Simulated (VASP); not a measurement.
# Li2Se (Fm-3m) in VASP: notebook

Li2Se is run at these levels: PBEsol; tasks: single point, relaxation of cell and atoms.

All numbers are computed with VASP 6.6.1; they aren't measurements. Logs are shortened: lines on timing, memory, paths and dates and some standing lists are left out, and cuts for length are marked.

### 1 The cell of the first run

Symmetry: Fm-3m, No. 225, cubic system. Conventional cell: a = 5.843 Å, b = 5.843 Å, c = 5.843 Å, α = 90.00°, β = 90.00°, γ = 90.00°. Li (site symmetry -43m) has 4 Se at 2.53 Å and 6 Li at 2.92 Å within 3.3 Å. Se (site symmetry m-3m) has 8 Li at 2.53 Å within 3.3 Å.

### 2 Single point, PBEsol

File INCAR:

```
SYSTEM = Li2Se
  ALGO = Normal
  EDIFF = 1E-6
  ENCUT = 750
  GGA = PS
  GGA_COMPAT = .FALSE.
  ISIF = 2
  ISMEAR = 0
  LASPH = .TRUE.
  LCHARG = .FALSE.
  LREAL = .FALSE.
  LWAVE = .FALSE.
  NBANDS = 13
  NELM = 120
  PREC = Accurate
  SIGMA = 0.01
```

File KPOINTS:

```
k-points
0
G
  8 8 8
  0 0 0
```

File POSCAR:

```
Li2Se
1.0
    2.9216806428      2.9216806428      0.0000000000
   -2.9216806428      2.9216806428      0.0000000000
    0.0000000000      2.9216806428      2.9216806428
Li Se
2 1
Direct
    0.2500000000      0.7500000000      0.5000000000
    0.7500000000      0.2500000000      0.5000000000
    0.0000000000      0.0000000000      0.0000000000
```

Potentials or basis: VASP PAW PBE potentials, release 64 (Li_sv, Se).

Launch:

```bash
$ cat potpaw_PBE.64/Li_sv/POTCAR potpaw_PBE.64/Se/POTCAR > POTCAR
$ mpirun -np 1 vasp_std > vasp.out
```

OUTCAR:

```text
SYSTEM = Li2Se
   EDIFF = 1E-6
   ENCUT = 750
   GGA = PS
   ISIF = 2
   ISMEAR = 0
   LASPH = .TRUE.
   LREAL = .FALSE.
   NELM = 120
   PREC = Accurate

 ion  position               nearest neighbor table
   1  0.250  0.750  0.500-   3 2.53   3 2.53   3 2.53   3 2.53
   2  0.750  0.250  0.500-   3 2.53   3 2.53   3 2.53   3 2.53
   3  0.000  0.000  0.000-   2 2.53   1 2.53   1 2.53   2 2.53   1 2.53   2 2.53   2 2.53   1 2.53

  LATTYP: Found a face centered cubic cell.
 ALAT       =     5.8433612856

  Lattice vectors:

 A1 = (   0.0000000000,   2.9216806428,   2.9216806428)
 A2 = (   2.9216806428,   0.0000000000,   2.9216806428)
 A3 = (   2.9216806428,   2.9216806428,   0.0000000000)

Analysis of symmetry for initial positions (statically):
=====================================================================
 Subroutine PRICEL returns:
 Original cell was already a primitive cell.

 Routine SETGRP: Setting up the symmetry group for a
 face centered cubic supercell.

 Subroutine GETGRP returns: Found 48 space group operations
 (whereof 48 operations were pure point group operations)
 out of a pool of 48 trial point group operations.

The static configuration has the point symmetry O_h .

Analysis of symmetry for dynamics (positions and initial velocities):
=====================================================================
 Subroutine PRICEL returns:
 Original cell was already a primitive cell.

 Routine SETGRP: Setting up the symmetry group for a
 face centered cubic supercell.

 Subroutine GETGRP returns: Found 48 space group operations
 (whereof 48 operations were pure point group operations)
 out of a pool of 48 trial point group operations.

The dynamic configuration has the point symmetry O_h .

 Subroutine INISYM returns: Found 48 space group operations
 (whereof 48 operations are pure point group operations),
 and found     1 'primitive' translations

----------------------------------------------------------------------------------------

                                     Primitive cell

  volume of cell :      49.8802

  direct lattice vectors                    reciprocal lattice vectors
     2.921680643  2.921680643  0.000000000     0.171134378  0.171134378 -0.171134378
    -2.921680643  2.921680643  0.000000000    -0.171134378  0.171134378 -0.171134378
     0.000000000  2.921680643  2.921680643     0.000000000  0.000000000  0.342268756

  length of vectors
     4.131880390  4.131880390  4.131880390     0.296413438  0.296413438  0.342268756

  position of ions in fractional coordinates (direct lattice)
     0.250000000  0.750000000  0.500000000
     0.750000000  0.250000000  0.500000000
     0.000000000  0.000000000  0.000000000

  ion indices of the primitive-cell ions
   primitive index   ion index
                 1           1
                 2           2
                 3           3

----------------------------------------------------------------------------------------

 KPOINTS: k-points

Automatic generation of k-mesh.
 Grid dimensions read from file:
 generate k-points for:    8    8    8

 Generating k-lattice:

  Cartesian coordinates                     Fractional coordinates (reciprocal lattice)
     0.021391797  0.021391797 -0.021391797     0.125000000  0.000000000  0.000000000
    -0.021391797  0.021391797 -0.021391797     0.000000000  0.125000000  0.000000000
     0.000000000  0.000000000  0.042783595     0.000000000  0.000000000  0.125000000

  Length of vectors
     0.037051680  0.037051680  0.042783595

  Shift w.r.t. Gamma in fractional coordinates (k-lattice)
     0.000000000  0.000000000  0.000000000

 Subroutine IBZKPT returns following result:
 ===========================================

 Found     29 irreducible k-points:

 Following reciprocal coordinates:
            Coordinates               Weight
  0.000000  0.000000  0.000000      1.000000
  0.125000  0.000000  0.000000      8.000000
  0.250000  0.000000  0.000000      8.000000
  0.375000  0.000000  0.000000      8.000000
  0.500000  0.000000  0.000000      4.000000
  0.125000  0.125000  0.000000     12.000000
[... 16 lines left out ...]
  0.375000  0.250000  0.125000     48.000000
  0.500000  0.250000  0.125000     24.000000
 [... further k-points ...]
   k-points           NKPTS =     29   k-points in BZ     NKDIM =     29   number of bands    NBANDS=     13
   number of dos      NEDOS =    301   number of ions     NIONS =      3
   total plane-waves  NPLWV =  64000
   dimension x,y,z NGX =    40 NGY =   40 NGZ =   40
   dimension x,y,z NGXF=    80 NGYF=   80 NGZF=   80
   ions per type =               2   1
   NGX,Y,Z   is equivalent  to a cutoff of  16.09, 16.09, 16.09 a.u.
   NGXF,Y,Z  is equivalent  to a cutoff of  32.19, 32.19, 32.19 a.u.
 SYSTEM =  Li2Se
   PREC   = accura    normal or accurate (medium, high low for compatibility)
   ISTART =      0    job   : 0-new  1-cont  2-samecut
   ICHARG =      2    charge: 1-file 2-atom 10-const
   ISPIN  =      1    spin polarized calculation?
   LNONCOLLINEAR =      F non collinear calculations
   LSORBIT =      F    spin-orbit coupling
   LASPH  =      T    aspherical Exc in radial PAW
   ENCUT  =  750.0 eV  55.12 Ry    7.42 a.u.   9.23  9.23  9.23*2*pi/ulx,y,z
   NELM   =    120;   NELMIN=  2; NELMDL= -5     # of ELM steps
   EDIFF  = 0.1E-05   stopping-criterion for ELM
   LREAL  =      F    real-space projection
   EDIFFG = 0.1E-04   stopping-criterion for IOM
   NSW    =      0    number of steps for IOM
   IBRION =     -1    ionic relax: 0-MD 1-quasi-New 2-CG
   NFREE  =      0    steps in history (QN), initial steepest desc. (CG)
   ISIF   =      2    stress and relaxation
   ISYM   =      2    0-nonsym 1-usesym 2-fastsym
   POTIM  = 0.5000    time-step for ionic-motion
   TEBEG  =    0.0;   TEEND  =   0.0 temperature during run
   PSTRESS=    0.0 pullay stress
   NELECT =      12.0000    total number of electrons
   NUPDOWN=      -1.0000    fix difference up-down
   EMIN   =  10.00;   EMAX   =-10.00  energy-range for DOS
   EFERMI =   0.00;   METHOD = LEGACY
   ISMEAR =     0;   SIGMA  =   0.01  broadening in eV -4-tet -1-fermi 0-gaus
   EFERMI_NEDOS =   21; number of points for ismear=-14 and -15
   IALGO  =     38    algorithm
   IMIX   =      4    mixing-type and parameters
     AMIX     =   0.40;   BMIX     =  1.00
     AMIX_MAG =   1.60;   BMIX_MAG =  1.00
  volume/ion in A,a.u.               =      16.63       112.20
  Fermi-wavevector in a.u.,A,eV,Ry     =   1.018183  1.924087 14.105114  1.036697
  Thomas-Fermi vector in A             =   2.151626
   LORBIT       =      0    0 simple, 1 ext, 2 COOP (PROOUT), +10 PAW based schemes
   GGA     = PS    functional components
   LHFCALC =     F    Hartree Fock is set to
   AEXX    =    0.0000 exact exchange contribution
   IVDW    =     0    specifies the selected vdW correction
   LEPSILON=     F    determine dielectric tensor
   LRPA    =     F    only Hartree local field effects (RPA)
 non-spin polarized calculation
 Gauss-broadening in eV      SIGMA  =   0.01
  energy-cutoff  :      750.00
  volume of cell :       49.88
 maximum number of plane-waves:      2346
 NGX is ok and might be reduce to    40
   NGX = 19   NGY = 19   NGZ = 19

 number of electron      11.9999998 magnetization

 Free energy of the ion-electron system (eV)
  ---------------------------------------------------
  ext. energy  EPLUGINS =         0.00000000
  ---------------------------------------------------
  free energy    TOTEN  =       -11.54225801 eV

  energy without entropy =      -11.54225801  energy(sigma->0) =      -11.54225801

 E-fermi :   1.5701     XC(G=0):  -8.6866

 val. band max:        1.4035621636   @ k =   0.0000   0.0000   0.0000
 cond. band min:       4.1596983241   @ k =   0.5000   0.5000   0.0000
 fundamental gap:      2.7561361605
 Fermi energy:         1.5701025460

 k-point     1 :       0.0000    0.0000    0.0000
  band No.  band energies     occupation
      1     -42.4952      2.00000
      2     -42.4594      2.00000
      3     -10.2354      2.00000
      4       1.4036      2.00000
      5       1.4036      2.00000
      6       1.4036      2.00000
      7       4.9923      0.00000
      8       6.9987      0.00000
      9       6.9987      0.00000
     10       6.9987      0.00000
     11      12.1936      0.00000
     12      12.1936      0.00000
     13      12.5253      0.00000

 k-point     2 :       0.1250    0.0000    0.0000
  band No.  band energies     occupation
      1     -42.4937      2.00000
      2     -42.4607      2.00000
      3     -10.1787      2.00000
      4       0.6738      2.00000
      5       1.2971      2.00000
      6       1.2971      2.00000
      7       5.4945      0.00000
      8       7.2488      0.00000
      9       7.2488      0.00000
     10       7.4436      0.00000
     11      10.9107      0.00000
     12      10.9107      0.00000
     13      12.6600      0.00000

 k-point     3 :       0.2500    0.0000    0.0000
  band No.  band energies     occupation
      1     -42.4896      2.00000
      2     -42.4644      2.00000
      3     -10.0336      2.00000
      4      -0.5533      2.00000
      5       1.0715      2.00000
      6       1.0715      2.00000
      7       6.1331      0.00000
      8       7.5729      0.00000
      9       7.5729      0.00000
     10       8.4829      0.00000
     11      10.5652      0.00000
     12      10.5652      0.00000
     13      13.1439      0.00000
[... 305 lines left out ...]
 k-point    23 :       0.3750    0.2500    0.1250
  band No.  band energies     occupation
      1     -42.4821      2.00000
      2     -42.4711      2.00000
      3      -9.7929      2.00000
      4      -1.2629      2.00000
      5      -0.0265      2.00000
      6       0.5089      2.00000
      7       6.6035      0.00000
      8       7.5236      0.00000
      9       8.7923      0.00000
     10       9.3951      0.00000
     11      11.0117      0.00000
     12      13.0490      0.00000
     13      14.8762      0.00000

 k-point    24 :       0.5000    0.2500    0.1250
  band No.  band energies     occupation
      1     -42.4765      2.00000
      2     -42.4765      2.00000
      3      -9.7355      2.00000
      4      -1.5090      2.00000
      5      -0.0530      2.00000
      6       0.3433      2.00000
      7       6.7782      0.00000
      8       7.3287      0.00000
      9       9.2447      0.00000
     10      10.0345      0.00000
     11      11.0834      0.00000
     12      12.4811      0.00000
     13      14.5015      0.00000

 [... further k-points ...]
[... 5 lines left out ...]
  --------------------------------------------------------------------------------------
  -------------------------------------------------------------------------------------
  Total        0.6292432      0.6292432      0.6292432      0.0000000      0.0000000     -0.0000000
  in kB       20.2116087     20.2116087     20.2116087      0.0000000      0.0000000     -0.0000000
  external PRESSURE =      20.2116087 kB  Pullay stress =       0.0000000 kB

 VOLUME and BASIS-vectors are now :
 -----------------------------------------------------------------------------
  energy-cutoff  :      750.00
  volume of cell :       49.88
      direct lattice vectors                 reciprocal lattice vectors
     2.921680643  2.921680643  0.000000000     0.171134378  0.171134378 -0.171134378
    -2.921680643  2.921680643  0.000000000    -0.171134378  0.171134378 -0.171134378
     0.000000000  2.921680643  2.921680643     0.000000000  0.000000000  0.342268756

 POSITION                                       TOTAL-FORCE (eV/Angst)
 -----------------------------------------------------------------------------------
     -1.46084      4.38252      1.46084         0.000000     -0.000000      0.000000
      1.46084      4.38252      1.46084        -0.000000      0.000000     -0.000000
      0.00000      0.00000      0.00000         0.000000     -0.000000      0.000000
 -----------------------------------------------------------------------------------
    total drift:                                0.000000      0.000000     -0.000000

  FREE ENERGIE OF THE ION-ELECTRON SYSTEM (eV)
  ---------------------------------------------------
  free  energy   TOTEN  =       -11.5422580057 eV

  energy  without entropy=      -11.5422580057  energy(sigma->0) =      -11.54225801
```

Run time: 45 s. Hardware: 1 thread of Intel Xeon Platinum 8375C at 2.90GHz (Ice Lake), shared host; peak memory 0.25 GiB.

Results:

| Item | Value |
| --- | --- |
| Free energy | -11.5423 eV |
| Pressure | 2.0 GPa |
| Band gap on the k mesh | 2.76 eV, indirect (least direct gap 3.59 eV) |

Caveat: the PAW data sets were made with another functional, which shifts forces and pressure a little. As with any semilocal functional, this PBEsol gap is likely too small.

### 3 Single point, PBEsol

File INCAR:

```
PREC     = Accurate       # precision mode
ENCUT    = 750            # plane-wave cutoff, eV
EDIFF    = 1E-6           # SCF threshold, eV
ISMEAR   = 0              # smearing method
SIGMA    = 0.01           # smearing width, eV
LREAL    = False          # projectors in reciprocal space
LASPH    = True           # aspherical terms in the spheres
NELM     = 120            # most SCF steps
ALGO     = Normal         # electronic algorithm
ISIF     = 2              # what is computed and relaxed
LWAVE    = False          # write WAVECAR
LCHARG   = False          # write CHGCAR
GGA      = PS             # functional
NBANDS   = 13             # bands
GGA_COMPAT= False
```

File KPOINTS:

```
Automatic mesh
0
Gamma
  8 8 8
```

POSCAR is that of step 2.

Potentials or basis: VASP PAW PBE potentials, release 64 (Li_sv, Se).

Launch:

```bash
$ cat potpaw_PBE.64/Li_sv/POTCAR potpaw_PBE.64/Se/POTCAR > POTCAR
$ mpirun -np 1 vasp_std > vasp.out
```

OUTCAR:

```text
PREC = Accurate
   ENCUT = 750
   EDIFF = 1E-6
   ISMEAR = 0
   LREAL = False
   LASPH = True
   NELM = 120
   ISIF = 2
   GGA = PS

 ion  position               nearest neighbor table
   1  0.250  0.750  0.500-   3 2.53   3 2.53   3 2.53   3 2.53
   2  0.750  0.250  0.500-   3 2.53   3 2.53   3 2.53   3 2.53
   3  0.000  0.000  0.000-   2 2.53   1 2.53   1 2.53   2 2.53   1 2.53   2 2.53   2 2.53   1 2.53

  LATTYP: Found a face centered cubic cell.
 ALAT       =     5.8433612856

  Lattice vectors:

 A1 = (   0.0000000000,   2.9216806428,   2.9216806428)
[... 567 lines left out ...]
     11      11.0834      0.00000
     12      12.4811      0.00000
     13      14.5015      0.00000

 [... further k-points ...]
[... 5 lines left out ...]
  --------------------------------------------------------------------------------------
  -------------------------------------------------------------------------------------
  Total        0.6292432      0.6292432      0.6292432      0.0000000      0.0000000     -0.0000000
  in kB       20.2116087     20.2116087     20.2116087      0.0000000      0.0000000     -0.0000000
  external PRESSURE =      20.2116087 kB  Pullay stress =       0.0000000 kB

 VOLUME and BASIS-vectors are now :
 -----------------------------------------------------------------------------
  energy-cutoff  :      750.00
  volume of cell :       49.88
      direct lattice vectors                 reciprocal lattice vectors
     2.921680643  2.921680643  0.000000000     0.171134378  0.171134378 -0.171134378
    -2.921680643  2.921680643  0.000000000    -0.171134378  0.171134378 -0.171134378
     0.000000000  2.921680643  2.921680643     0.000000000  0.000000000  0.342268756

 POSITION                                       TOTAL-FORCE (eV/Angst)
 -----------------------------------------------------------------------------------
     -1.46084      4.38252      1.46084         0.000000     -0.000000      0.000000
      1.46084      4.38252      1.46084        -0.000000      0.000000     -0.000000
      0.00000      0.00000      0.00000         0.000000     -0.000000      0.000000
 -----------------------------------------------------------------------------------
    total drift:                                0.000000      0.000000     -0.000000

  FREE ENERGIE OF THE ION-ELECTRON SYSTEM (eV)
  ---------------------------------------------------
  free  energy   TOTEN  =       -11.5422580057 eV

  energy  without entropy=      -11.5422580057  energy(sigma->0) =      -11.54225801
```

OSZICAR:

```text
N       E                     dE             d eps       ncg     rms          rms(c)
DAV:   1     0.509972842308E+02    0.50997E+02   -0.67752E+03   754   0.116E+03
DAV:   2    -0.413469844208E+01   -0.55132E+02   -0.52465E+02   900   0.224E+02
DAV:   3    -0.116231469826E+02   -0.74884E+01   -0.74437E+01  1416   0.490E+01
DAV:   4    -0.117413632635E+02   -0.11822E+00   -0.11817E+00   952   0.935E+00
DAV:   5    -0.117439234069E+02   -0.25601E-02   -0.25601E-02  1187   0.105E+00    0.282E+00
DAV:   6    -0.115656113154E+02    0.17831E+00   -0.21197E-01   901   0.183E+00    0.172E+00
DAV:   7    -0.115394635706E+02    0.26148E-01   -0.10493E-01  1068   0.143E+00    0.695E-01
DAV:   8    -0.115422619481E+02   -0.27984E-02   -0.14157E-02  1033   0.697E-01    0.240E-01
DAV:   9    -0.115421408635E+02    0.12108E-03   -0.37151E-04  1080   0.115E-01    0.135E-01
DAV:  10    -0.115422576853E+02   -0.11682E-03   -0.20249E-04   894   0.847E-02    0.456E-02
DAV:  11    -0.115422582255E+02   -0.54020E-06   -0.17530E-05  1162   0.271E-02    0.288E-02
DAV:  12    -0.115422580057E+02    0.21975E-06   -0.14411E-06   885   0.740E-03
   1 F= -.11542258E+02 E0= -.11542258E+02  d E =-.115922-124
```

stdout:

```text
POSCAR found type information on POSCAR LiSe
 POSCAR found :  2 types and       3 ions
 scaLAPACK will be used
 -----------------------------------------------------------------------------
|                                                                             |
|                                                                             |
|     You enforced a specific xc type in the INCAR file but a different       |
|     I HOPE YOU KNOW WHAT YOU ARE DOING!                                     |
|                                                                             |
 -----------------------------------------------------------------------------

 LDA part: xc-table for (Slater+PW92), standard interpolation
 POSCAR, INCAR and KPOINTS ok, starting setup
 FFT: planning ... GRIDC
 FFT: planning ... GRID_SOFT
 FFT: planning ... GRID
 WAVECAR not read
 entering main loop
```

Run time: 59 s. Hardware: 1 thread of Intel Xeon Platinum 8375C at 2.90GHz (Ice Lake), shared host; peak memory 0.25 GiB.

Results:

```
Free energy            : -11.5423 eV
Pressure               : 2.0 GPa
Band gap on the k mesh : 2.76 eV, indirect (least direct gap 3.59 eV)
```

Caveat: the PAW data sets were made with another functional, which shifts forces and pressure a little.

### 4 Single point, PBEsol

This run uses another cell than the first one, of 17.51 Å³/atom, 1.053 times its volume.

File INCAR:

```
SYSTEM = Li2Se
PREC = Accurate ; ENCUT = 750
EDIFF = 1E-6 ; ISMEAR = 0
SIGMA = 0.01 ; LREAL = .False.
LASPH = .True. ; NELM = 120
ALGO = Normal ; ISIF = 2
LWAVE = .False. ; LCHARG = .False.
GGA = PS ; NBANDS = 13
GGA_COMPAT = .False.
```

File KPOINTS:

```
Automatic mesh
0
Gamma
  8 8 8
  0 0 0
```

File POSCAR:

```
Li2Se
1.0
    2.9723716276      2.9723716276      0.0000000000
   -2.9723716276      2.9723716276      0.0000000000
    0.0000000000      2.9723716276      2.9723716276
Li Se
2 1
Direct
    0.2500000000      0.7500000000      0.5000000000
    0.7500000000      0.2500000000      0.5000000000
    0.0000000000      0.0000000000      0.0000000000
```

Launch:

```bash
$ cat potpaw_PBE.64/Li_sv/POTCAR potpaw_PBE.64/Se/POTCAR > POTCAR
$ mpirun -np 1 vasp_std > vasp.out
```

Wall time 53 s (1 thread of Intel Xeon Platinum 8375C at 2.90GHz (Ice Lake), shared host); peak memory 0.24 GiB.

The run converged. Its results:

- Free energy: -11.5599 eV
- Pressure: 0.0 GPa
- Band gap on the k mesh: 2.81 eV, indirect (least direct gap 3.36 eV)

Levels at points of the mesh, in eV from the valence-band top:
```csv
k point,band 4,band 5,band 6,band 7,band 8,band 9
"(0.00, 0.00, 0.00)",0.00,0.00,0.00,3.36,5.58,5.58
"(0.50, 0.00, 0.00)",-3.04,-0.55,-0.55,5.14,5.90,5.90
"(0.50, 0.50, 0.00)",-2.37,-1.51,-1.51,2.81,6.20,10.42
```

Caveat: the PAW data sets were made with another functional, which shifts forces and pressure a little. A k mesh can miss the band edges.

(Continued in part 2 of 3.)
